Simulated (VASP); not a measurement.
Write the native input for VASP 6.6.1 that does the following.

| Item | Value |
| --- | --- |
| Task | single point |
| Functional | RPBE |
| Potentials or basis | VASP PAW PBE potentials, release 64 (Ni) |
| Cutoff | 520 eV |
| k mesh | 12 × 12 × 12 |
| Occupations | fermi-dirac, width 0.05 eV |
| Spin | collinear spin, ferromagnetic start |
| Starting moments | [-0.852, -0.852] μB |
| Dipole correction | no |
| Further INCAR settings | ALGO = Normal; EDIFF = 1e-06; NBANDS = 21 |

The structure of Ni lies in POSCAR:

```
Ni
1.0
    0.0000000000      2.5112024633      2.5112024633
    2.5112024633      0.0000000000      2.5112024633
    2.5112024633      2.5112024633      0.0000000000
Ni
2
Direct
    0.1250000000      0.1250000000      0.1250000000
    0.8750000000      0.8750000000      0.8750000000
```

This isn't the form of Ni at room conditions, which is fcc.

The input as run:

INCAR

```
SYSTEM = Ni
PREC = Accurate
ENCUT = 520
EDIFF = 1E-6
ISMEAR = -1
SIGMA = 0.05
LREAL = .False.
LASPH = .True.
NELM = 150
ALGO = Normal
ISIF = 2
LWAVE = .False.
LCHARG = .False.
ISPIN = 2
MAGMOM = -0.852 -0.852
LORBIT = 11
LMAXMIX = 4
GGA = RP
NBANDS = 21
```

KPOINTS

```
Automatic mesh
0
Gamma
  12 12 12
  0 0 0
```

Potentials or basis: VASP PAW PBE potentials, release 64 (Ni).

Launch:

```bash
$ cat potpaw_PBE.64/Ni/POTCAR > POTCAR
$ mpirun -np 1 vasp_std > vasp.out
```

It gave:

```yaml
Pressure: 8.1 GPa
Net_moment: -1.56 μB per cell
Site_moments: Ni -0.78 μB
Valence_electrons_inside_the_program's_atomic_spheres: Ni 9.27
```

Caveat: the cell stands under pressure; the PAW data sets were made with another functional, which shifts forces and pressure a little.

It took 46 s on 1 thread of Intel(R) Xeon(R) 6975P-C (Granite Rapids), on a shared host, peak memory 0.21 GiB.
